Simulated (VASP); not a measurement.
Write the native input for VASP 6.6.1 that does the following.

* Task: single point
* Functional: LDA
* Potentials or basis: VASP PAW LDA potentials, release 64 (Cd, S)
* Cutoff: 520 eV
* k mesh: 8 × 8 × 8
* Occupations: gaussian, width 0.01 eV
* Spin: no spin polarisation
* Dipole correction: no
* Further INCAR settings: ALGO = Normal; EDIFF = 1e-07; NBANDS = 16

The structure of CdS (Hawleyite) lies in POSCAR:

```
CdS
1.0
    2.8290697295      2.8290697295      0.0000000000
   -2.8290697295      2.8290697295      0.0000000000
    0.0000000000      2.8290697295      2.8290697295
Cd S
1 1
Direct
    0.0000000000      0.0000000000      0.0000000000
    0.7500000000      0.2500000000      0.5000000000
```

One way to write it, as run:

INCAR

```
SYSTEM = CdS
  ALGO = Normal
  EDIFF = 1E-7
  ENCUT = 520
  ISIF = 2
  ISMEAR = 0
  LASPH = .True.
  LCHARG = .False.
  LREAL = .False.
  LWAVE = .False.
  NBANDS = 16
  NELM = 100
  PREC = Accurate
  SIGMA = 0.01
```

KPOINTS

```
k-points
0
Gamma
  8 8 8
  0 0 0
```

Potentials or basis: VASP PAW LDA potentials, release 64 (Cd, S).

Run with:

```console
$ cat potpaw_LDA.64/Cd/POTCAR potpaw_LDA.64/S/POTCAR > POTCAR
$ mpirun -np 1 vasp_std > vasp.out
```

Results of the run:

```
Pressure               : 4.7 GPa
Band gap on the k mesh : 1.09 eV, direct
```

Run time: 38 s on 1 thread of Intel Xeon 8259CL, with other jobs on the host, peak memory 0.15 GiB.
